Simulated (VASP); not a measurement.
Ga2SnO2, 5 atoms in the cell. It takes space group P-3m1 (No. 164, trigonal). Conventional cell: a = 3.821 Å, b = 3.821 Å, c = 7.456 Å, α = 90.00°, β = 90.00°, γ = 120.00°. Ga (site symmetry 3m) has 1 O at 1.82 Å within 2.4 Å. Within 3.3 Å of Sn (site symmetry -3m) lie 6 O at 2.53 Å. O (site symmetry 3m) has 1 Ga at 1.82 Å within 2.4 Å. 

| Quantity | Value |
| --- | --- |
| Program | VASP 6.6.1 |
| Task | single point |
| Functional | PBE |
| Potentials or basis | VASP PAW PBE potentials, release 64 (Ga_d, Sn_d, O) |
| Cutoff | 520 eV |
| k mesh | 12 × 12 × 6 |
| Occupations | gaussian, width 0.1 eV |
| Spin | no spin polarisation |
| Dipole correction | no |
| Further INCAR settings | ALGO = Normal; EDIFF = 1e-07; NBANDS = 34 |

Potentials or basis: VASP PAW PBE potentials, release 64 (Ga_d, Sn_d, O).

Run with:

```sh
$ cat potpaw_PBE.64/Ga_d/POTCAR potpaw_PBE.64/Sn_d/POTCAR potpaw_PBE.64/O/POTCAR > POTCAR
$ mpirun -np 1 vasp_std > vasp.out
```

Hardware: 1 thread of Intel(R) Xeon(R) 6975P-C (Granite Rapids), on a shared host.

Q: Estimate the wall time of this run.

A: Wall time 2.8 min on 1 thread of Intel(R) Xeon(R) 6975P-C (Granite Rapids), with other jobs on the host, peak memory 0.41 GiB. Counts: scf iterations 16, k points 100.
